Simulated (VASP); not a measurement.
A run of VASP 6.6.1:

The input INCAR:

```
PREC = Accurate
ENCUT = 520
EDIFF = 1E-6
ISMEAR = -1
SIGMA = 0.05
LREAL = False
LASPH = True
NELM = 60
ALGO = Normal
ISIF = 2
LWAVE = False
LCHARG = True
GGA = CA
LELF = True
LVHAR = True
NBANDS = 17
```

File KPOINTS:

```
Automatic mesh
0
Gamma
  14 14 12
```

POSCAR

```
B2W
1.0
    3.0200014205      0.0000000000      0.0000000000
   -1.5100007103      2.6153979496      0.0000000000
    0.0000000000      0.0000000000      3.1110000000
B W
2 1
Direct
    0.3333333333      0.6666666667      0.5000000000
    0.6666666667      0.3333333333      0.5000000000
    0.0000000000      0.0000000000      0.0000000000
```

Potentials or basis: VASP PAW LDA potentials, release 64 (B, W_sv).

Command:

```console
$ cat potpaw_LDA.64/B/POTCAR potpaw_LDA.64/W_sv/POTCAR > POTCAR
$ mpirun -np 1 vasp_std > vasp.out
```

Hardware: 1 thread of Intel Xeon 8259CL, with other jobs on the host.

Problem. Estimate the wall time of this run.

Solution. Run time: 43 s on 1 thread of Intel Xeon 8259CL, with other jobs on the host, peak memory 0.18 GiB. Counts: scf iterations 11, k points 168.
